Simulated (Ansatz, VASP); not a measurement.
## Two plane-wave programs on Al3Cu

File POSCAR:

```
Al3Cu
1.0
    2.7737808638      0.0000000000      0.0000000000
    0.0000000000      2.7737808638      0.0000000000
    0.0000000000      0.0000000000      7.5918631133
Al Cu
3 1
Direct
    0.0000000000      0.0000000000      0.4769490048
    0.5000000000      0.5000000000      0.1995920054
    0.5000000000      0.5000000000      0.7543060042
    0.0000000000      0.0000000000      0.0000000000
```

The input INCAR.step1:

```
SYSTEM = Al3Cu
PREC = Accurate
ENCUT = 520
ISMEAR = 0
SIGMA = 0.15
LREAL = .False.
LASPH = .True.
NELM = 100
NBANDS = 18
GGA = PE
ALGO = Normal
EDIFF = 1E-4
LWAVE = .True.
LCHARG = .False.
```

The input INCAR.step2:

```
SYSTEM = Al3Cu
PREC = Accurate
ENCUT = 520
EDIFF = 1E-6
ISMEAR = 0
SIGMA = 0.15
LREAL = .False.
LASPH = .True.
NELM = 100
ALGO = Normal
ISIF = 2
LWAVE = .False.
LCHARG = .False.
METAGGA = R2SCAN
LMIXTAU = .True.
NBANDS = 18
ISTART = 1
```

KPOINTS

```
regular mesh
0
Gamma
  18 18 6
  0 0 0
```

Input for Ansatz:

```yaml
crystal:
  lattice:
    - [2.7737808638, 0.0, 0.0]
    - [0.0, 2.7737808638, 0.0]
    - [0.0, 0.0, 7.5918631133]
  atoms:
    - { symbol: Al, position: [0.0, 0.0, 0.4769490048] }
    - { symbol: Al, position: [0.5, 0.5, 0.1995920054] }
    - { symbol: Al, position: [0.5, 0.5, 0.7543060042] }
    - { symbol: Cu, position: [0.0, 0.0, 0.0] }
basis:
  ecutwfc: 500
kpoints:
  mp_grid: { grid: [18, 18, 6] }
hamiltonian:
  xc: r2scan
scf:
  occupations: { method: gaussian, width: 0.15 }
output:
  forces: true
  stress: true
  eigenvalues: true
```

Change from the starting cell: all Al atoms moved +0.175 Å, as atom 1 towards its neighbour atom 4 (Cu) at 3.796 Å.

Alike in both runs: task single point; functional r2SCAN; k mesh 18 × 18 × 6; occupations gaussian, width 0.15 eV; no spin polarisation.

```csv
,VASP,Ansatz
version,VASP 6.6.1,Ansatz 0.2.0
potentials or method,"VASP PAW PBE potentials, release 64 (Al, Cu), cutoff 520 eV","scalar-relativistic, plane waves, PAW"
valence electrons in the cell,20,28
```

|  | VASP | Ansatz | Ansatz less VASP |
| --- | --- | --- | --- |
| gap on the k mesh at the Fermi level (eV) | none | none | - |
| pressure (GPa) | 0.7 | 0.9 | +0.21 |
| traceless stress, the component that is largest in VASP (GPa) | -0.38 | -0.37 | +0.002 |
| rms of the force components (eV/Å) | 0.390 | 0.389 | -0.0017 |

VASP's potentials were made for PBE, not for r2SCAN. Atom by atom the forces differ by 0.007 eV/Å (rms over components). A gap of «none» marks a metal or a gap that the smearing closes. With one functional, cell and mesh, what is left measures potentials, basis and numerics. VASP's potentials hold 20 valence electrons a cell and Ansatz's 28, so a difference there can come from the potentials and not from the codes.
